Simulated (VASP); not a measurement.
# KF (P4/mmm) in VASP: notebook

The runs below take KF through single point, with PBEsol.

Everything below comes from runs of VASP 6.6.1. Logs are shortened: lines on timing, memory, paths and dates and some standing lists are left out, and cuts for length are marked.

## (1) The cell of the first run

Symmetry: P4/mmm, No. 123, tetragonal system. The conventional cell has a = 2.998 Å, b = 2.998 Å, c = 3.259 Å, α = 90.00°, β = 90.00°, γ = 90.00°. K (site symmetry 4/mmm) has 8 F at 2.67 Å and 6 K at 3.00 to 3.26 Å within 3.5 Å. Within 3.5 Å of F (site symmetry 4/mmm) lie 8 K at 2.67 Å and 6 F at 3.00 to 3.26 Å.

## (2) Single point, PBEsol (strain -0.080 along x and y, +0.000 along z)

File INCAR:

```
SYSTEM = KF
ALGO     = Normal         ! electronic algorithm
EDIFF    = 1E-6           ! SCF threshold, eV
ENCUT    = 520            ! plane-wave cutoff, eV
GGA      = PS             ! functional
ISIF     = 2              ! what is computed and relaxed
ISMEAR   = 0              ! smearing method
LASPH    = .True.         ! aspherical terms in the spheres
LCHARG   = .False.        ! write CHGCAR
LREAL    = .False.        ! projectors in reciprocal space
LWAVE    = .False.        ! write WAVECAR
NBANDS   = 15             ! bands
NELM     = 60             ! most SCF steps
PREC     = Accurate       ! precision mode
SIGMA    = 0.05           ! smearing width, eV
```

File KPOINTS:

```
k-points
0
Gamma
  8 8 8
  0 0 0
```

File POSCAR:

```
KF
1.0
    2.9982386000      0.0000000000      0.0000000000
    0.0000000000      2.9982386000      0.0000000000
    0.0000000000      0.0000000000      3.2589550000
K F
1 1
Direct
    0.0000000000      0.0000000000      0.0000000000
    0.5000000000      0.5000000000      0.5000000000
```

Potentials or basis: VASP PAW PBE potentials, release 64 (K_sv, F).

Run with:

```console
cat potpaw_PBE.64/K_sv/POTCAR potpaw_PBE.64/F/POTCAR > POTCAR
mpirun -np 1 vasp_std > vasp.out
```

OUTCAR:

```text
SYSTEM = KF
   EDIFF = 1E-6
   ENCUT = 520
   GGA = PS
   ISIF = 2
   ISMEAR = 0
   LASPH = .True.
   LREAL = .False.
   NELM = 60
   PREC = Accurate

 ion  position               nearest neighbor table
   1  0.000  0.000  0.000-   2 2.67   2 2.67   2 2.67   2 2.67   2 2.67   2 2.67   2 2.67   2 2.67

   2  0.500  0.500  0.500-   1 2.67   1 2.67   1 2.67   1 2.67   1 2.67   1 2.67   1 2.67   1 2.67

  LATTYP: Found a simple tetragonal cell.
 ALAT       =     2.9982386000
 C/A-ratio  =     1.0869565217

  Lattice vectors:

 A1 = (   2.9982386000,   0.0000000000,   0.0000000000)
 A2 = (   0.0000000000,   2.9982386000,   0.0000000000)
 A3 = (   0.0000000000,   0.0000000000,   3.2589550000)

Analysis of symmetry for initial positions (statically):
=====================================================================
 Subroutine PRICEL returns:
 Original cell was already a primitive cell.

 Routine SETGRP: Setting up the symmetry group for a
 simple tetragonal supercell.

 Subroutine GETGRP returns: Found 16 space group operations
 (whereof 16 operations were pure point group operations)
 out of a pool of 16 trial point group operations.

The static configuration has the point symmetry D_4h.

Analysis of symmetry for dynamics (positions and initial velocities):
=====================================================================
 Subroutine PRICEL returns:
 Original cell was already a primitive cell.

 Routine SETGRP: Setting up the symmetry group for a
 simple tetragonal supercell.

 Subroutine GETGRP returns: Found 16 space group operations
 (whereof 16 operations were pure point group operations)
 out of a pool of 16 trial point group operations.

The dynamic configuration has the point symmetry D_4h.

 Subroutine INISYM returns: Found 16 space group operations
 (whereof 16 operations are pure point group operations),
 and found     1 'primitive' translations

----------------------------------------------------------------------------------------

                                     Primitive cell

  volume of cell :      29.2962

  direct lattice vectors                    reciprocal lattice vectors
     2.998238600  0.000000000  0.000000000     0.333529159  0.000000000  0.000000000
     0.000000000  2.998238600  0.000000000     0.000000000  0.333529159  0.000000000
     0.000000000  0.000000000  3.258955000     0.000000000  0.000000000  0.306846827

  length of vectors
     2.998238600  2.998238600  3.258955000     0.333529159  0.333529159  0.306846827

  position of ions in fractional coordinates (direct lattice)
     0.000000000  0.000000000  0.000000000
     0.500000000  0.500000000  0.500000000

  ion indices of the primitive-cell ions
   primitive index   ion index
                 1           1
                 2           2

----------------------------------------------------------------------------------------

 KPOINTS: k-points

Automatic generation of k-mesh.
 Grid dimensions read from file:
 generate k-points for:    8    8    8

 Generating k-lattice:

  Cartesian coordinates                     Fractional coordinates (reciprocal lattice)
     0.041691145  0.000000000  0.000000000     0.125000000  0.000000000  0.000000000
     0.000000000  0.041691145  0.000000000     0.000000000  0.125000000  0.000000000
     0.000000000  0.000000000  0.038355853     0.000000000  0.000000000  0.125000000

  Length of vectors
     0.041691145  0.041691145  0.038355853

  Shift w.r.t. Gamma in fractional coordinates (k-lattice)
     0.000000000  0.000000000  0.000000000

 Subroutine IBZKPT returns following result:
 ===========================================

 Found     75 irreducible k-points:

 Following reciprocal coordinates:
            Coordinates               Weight
  0.000000  0.000000  0.000000      1.000000
  0.125000  0.000000  0.000000      4.000000
  0.250000  0.000000  0.000000      4.000000
  0.375000  0.000000  0.000000      4.000000
  0.500000  0.000000  0.000000      2.000000
  0.125000  0.125000  0.000000      4.000000
[... 16 lines left out ...]
  0.375000  0.125000  0.125000     16.000000
  0.500000  0.125000  0.125000      8.000000
 [... further k-points ...]
   k-points           NKPTS =     75   k-points in BZ     NKDIM =     75   number of bands    NBANDS=     15
   number of dos      NEDOS =    301   number of ions     NIONS =      2
   total plane-waves  NPLWV =  13824
   dimension x,y,z NGX =    24 NGY =   24 NGZ =   24
   dimension x,y,z NGXF=    48 NGYF=   48 NGZF=   48
   ions per type =               1   1
   NGX,Y,Z   is equivalent  to a cutoff of  13.31, 13.31, 12.24 a.u.
   NGXF,Y,Z  is equivalent  to a cutoff of  26.61, 26.61, 24.49 a.u.
 SYSTEM =  KF
   PREC   = accura    normal or accurate (medium, high low for compatibility)
   ISTART =      0    job   : 0-new  1-cont  2-samecut
   ICHARG =      2    charge: 1-file 2-atom 10-const
   ISPIN  =      1    spin polarized calculation?
   LNONCOLLINEAR =      F non collinear calculations
   LSORBIT =      F    spin-orbit coupling
   LASPH  =      T    aspherical Exc in radial PAW
   ENCUT  =  520.0 eV  38.22 Ry    6.18 a.u.   5.57  5.57  6.06*2*pi/ulx,y,z
   NELM   =     60;   NELMIN=  2; NELMDL= -5     # of ELM steps
   EDIFF  = 0.1E-05   stopping-criterion for ELM
   LREAL  =      F    real-space projection
   EDIFFG = 0.1E-04   stopping-criterion for IOM
   NSW    =      0    number of steps for IOM
   IBRION =     -1    ionic relax: 0-MD 1-quasi-New 2-CG
   NFREE  =      0    steps in history (QN), initial steepest desc. (CG)
   ISIF   =      2    stress and relaxation
   ISYM   =      2    0-nonsym 1-usesym 2-fastsym
   POTIM  = 0.5000    time-step for ionic-motion
   TEBEG  =    0.0;   TEEND  =   0.0 temperature during run
   PSTRESS=    0.0 pullay stress
   NELECT =      16.0000    total number of electrons
   NUPDOWN=      -1.0000    fix difference up-down
   EMIN   =  10.00;   EMAX   =-10.00  energy-range for DOS
   EFERMI =   0.00;   METHOD = LEGACY
   ISMEAR =     0;   SIGMA  =   0.05  broadening in eV -4-tet -1-fermi 0-gaus
   EFERMI_NEDOS =   21; number of points for ismear=-14 and -15
   IALGO  =     38    algorithm
   IMIX   =      4    mixing-type and parameters
     AMIX     =   0.40;   BMIX     =  1.00
     AMIX_MAG =   1.60;   BMIX_MAG =  1.00
  volume/ion in A,a.u.               =      14.65        98.85
  Fermi-wavevector in a.u.,A,eV,Ry     =   1.338170  2.528774 24.363933  1.790699
  Thomas-Fermi vector in A             =   2.466661
   LORBIT       =      0    0 simple, 1 ext, 2 COOP (PROOUT), +10 PAW based schemes
   GGA     = PS    functional components
   LHFCALC =     F    Hartree Fock is set to
   AEXX    =    0.0000 exact exchange contribution
   IVDW    =     0    specifies the selected vdW correction
   LEPSILON=     F    determine dielectric tensor
   LRPA    =     F    only Hartree local field effects (RPA)
 non-spin polarized calculation
 Gauss-broadening in eV      SIGMA  =   0.05
  energy-cutoff  :      520.00
  volume of cell :       29.30
 maximum number of plane-waves:       820
 NGX is ok and might be reduce to    24
   NGX = 11   NGY = 11   NGZ = 13

 number of electron      15.9999999 magnetization

 Free energy of the ion-electron system (eV)
  ---------------------------------------------------
  ext. energy  EPLUGINS =         0.00000000
  ---------------------------------------------------
  free energy    TOTEN  =        -8.27222041 eV

  energy without entropy =       -8.27222041  energy(sigma->0) =       -8.27222041

 E-fermi :  -1.1298     XC(G=0): -10.1318

 val. band max:       -1.4274048562   @ k =   0.5000   0.0000   0.5000
 cond. band min:       5.7318745748   @ k =   0.0000   0.0000   0.0000
 fundamental gap:      7.1592794310
 Fermi energy:        -1.1297603606

 k-point     1 :       0.0000    0.0000    0.0000
  band No.  band energies     occupation
      1     -28.1495      2.00000
      2     -20.4790      2.00000
      3     -11.1633      2.00000
      4     -10.8455      2.00000
      5     -10.8455      2.00000
      6      -1.7484      2.00000
      7      -1.4490      2.00000
      8      -1.4490      2.00000
      9       5.7319      0.00000
     10       6.6828      0.00000
     11       6.8381      0.00000
     12      13.1331      0.00000
     13      13.1331      0.00000
     14      13.7554      0.00000
     15      20.4816      0.00000

 k-point     2 :       0.1250    0.0000    0.0000
  band No.  band energies     occupation
      1     -28.1072      2.00000
      2     -20.4884      2.00000
      3     -11.1255      2.00000
      4     -11.0519      2.00000
      5     -10.8155      2.00000
      6      -1.7886      2.00000
      7      -1.7372      2.00000
      8      -1.4671      2.00000
      9       6.2303      0.00000
     10       6.8937      0.00000
     11       7.3167      0.00000
     12      12.7401      0.00000
     13      13.2062      0.00000
     14      13.3481      0.00000
     15      20.4946      0.00000

 k-point     3 :       0.2500    0.0000    0.0000
  band No.  band energies     occupation
      1     -28.0024      2.00000
      2     -20.5159      2.00000
      3     -11.5134      2.00000
      4     -11.0322      2.00000
      5     -10.7416      2.00000
      6      -2.3517      2.00000
      7      -1.8906      2.00000
      8      -1.5136      2.00000
      9       7.1624      0.00000
     10       7.5567      0.00000
     11       8.6927      0.00000
     12      11.9758      0.00000
     13      12.5379      0.00000
     14      13.3900      0.00000
     15      18.3254      0.00000

 k-point     4 :       0.3750    0.0000    0.0000
  band No.  band energies     occupation
      1     -27.8934      2.00000
      2     -20.5512      2.00000
      3     -11.9306      2.00000
      4     -10.9358      2.00000
      5     -10.6659      2.00000
      6      -2.8878      2.00000
      7      -1.9997      2.00000
      8      -1.5645      2.00000
      9       7.7619      0.00000
     10       8.6120      0.00000
     11      10.3010      0.00000
     12      11.3755      0.00000
     13      11.8847      0.00000
     14      13.5858      0.00000
     15      16.5378      0.00000
[... 307 lines left out ...]
 k-point    22 :       0.2500    0.1250    0.1250
  band No.  band energies     occupation
      1     -27.9447      2.00000
      2     -20.5033      2.00000
      3     -11.5323      2.00000
      4     -11.1117      2.00000
      5     -10.9575      2.00000
      6      -2.3007      2.00000
      7      -1.9448      2.00000
      8      -1.6776      2.00000
      9       7.7972      0.00000
     10       8.0795      0.00000
     11       8.9762      0.00000
     12      11.6129      0.00000
     13      11.9886      0.00000
     14      12.6119      0.00000
     15      19.2842      0.00000

 k-point    23 :       0.3750    0.1250    0.1250
  band No.  band energies     occupation
      1     -27.8414      2.00000
      2     -20.5081      2.00000
      3     -11.9731      2.00000
      4     -11.0525      2.00000
      5     -10.9043      2.00000
      6      -2.6918      2.00000
      7      -2.0385      2.00000
      8      -1.6665      2.00000
      9       8.3550      0.00000
     10       8.8118      0.00000
     11       9.7594      0.00000
     12      10.9542      0.00000
     13      12.2757      0.00000
     14      12.6182      0.00000
     15      17.9769      0.00000

 k-point    24 :       0.5000    0.1250    0.1250
  band No.  band energies     occupation
      1     -27.7974      2.00000
      2     -20.5119      2.00000
      3     -12.1451      2.00000
      4     -11.0333      2.00000
      5     -10.8760      2.00000
      6      -2.8487      2.00000
      7      -2.0787      2.00000
      8      -1.6584      2.00000
      9       8.6075      0.00000
     10       9.3523      0.00000
     11       9.4698      0.00000
     12      10.6836      0.00000
     13      12.5633      0.00000
     14      13.1903      0.00000
     15      17.4492      0.00000

 [... further k-points ...]
[... 5 lines left out ...]
  --------------------------------------------------------------------------------------
  -------------------------------------------------------------------------------------
  Total        1.3573078      1.3573078     -0.1964436      0.0000000      0.0000000      0.0000000
  in kB       74.2297840     74.2297840    -10.7432985      0.0000000      0.0000000      0.0000000
  external PRESSURE =      45.9054232 kB  Pullay stress =       0.0000000 kB

 VOLUME and BASIS-vectors are now :
 -----------------------------------------------------------------------------
  energy-cutoff  :      520.00
  volume of cell :       29.30
      direct lattice vectors                 reciprocal lattice vectors
     2.998238600  0.000000000  0.000000000     0.333529159  0.000000000  0.000000000
     0.000000000  2.998238600  0.000000000     0.000000000  0.333529159  0.000000000
     0.000000000  0.000000000  3.258955000     0.000000000  0.000000000  0.306846827

 POSITION                                       TOTAL-FORCE (eV/Angst)
 -----------------------------------------------------------------------------------
      0.00000      0.00000      0.00000         0.000000      0.000000      0.000000
      1.49912      1.49912      1.62948         0.000000      0.000000      0.000000
 -----------------------------------------------------------------------------------
    total drift:                                0.000000      0.000000     -0.000000

  FREE ENERGIE OF THE ION-ELECTRON SYSTEM (eV)
  ---------------------------------------------------
  free  energy   TOTEN  =        -8.2722204068 eV

  energy  without entropy=       -8.2722204068  energy(sigma->0) =       -8.27222041
```

It took 14 s on 1 thread of Intel Xeon Platinum 8488C (Sapphire Rapids), shared host; peak memory 0.16 GiB.

Results:

```yaml
Free_energy: -8.2722 eV
Pressure: 4.6 GPa
Band_gap_on_the_k_mesh: 7.16 eV, indirect (least direct gap 7.18 eV)
```

Stress tensor (GPa, compression positive):
```
 7.42  0.00  0.00
 0.00  7.42  0.00
 0.00  0.00 -1.07
```

Levels at points of the mesh, in eV from the valence-band top:
```
           k point  band 5  band 6  band 7  band 8  band 9  band 10  band 11  band 12
(0.00, 0.00, 0.00)   -9.42   -0.32   -0.02   -0.02    7.16     8.11     8.27    14.56
(0.50, 0.00, 0.00)   -9.21   -1.67   -0.62   -0.16    9.46    10.54    12.43    12.59
(0.50, 0.50, 0.00)   -9.29   -0.82   -0.82   -0.31    8.03     9.58    11.67    11.67
(0.00, 0.00, 0.50)   -9.29   -1.60   -0.23   -0.23    9.09     9.69    12.03    13.70
(0.50, 0.00, 0.50)   -9.13   -0.83   -0.68    0.00    8.88     9.18    12.37    13.03
(0.50, 0.50, 0.50)  -10.06   -1.54   -1.54   -1.47   10.25    11.29    11.29    16.31
```

Caveat: the cell differs from its parent crystal (strain -0.080 along x and y, +0.000 along z); the PAW data sets were made with another functional, which shifts forces and pressure a little.

(Part 1 of 2 ends here.)
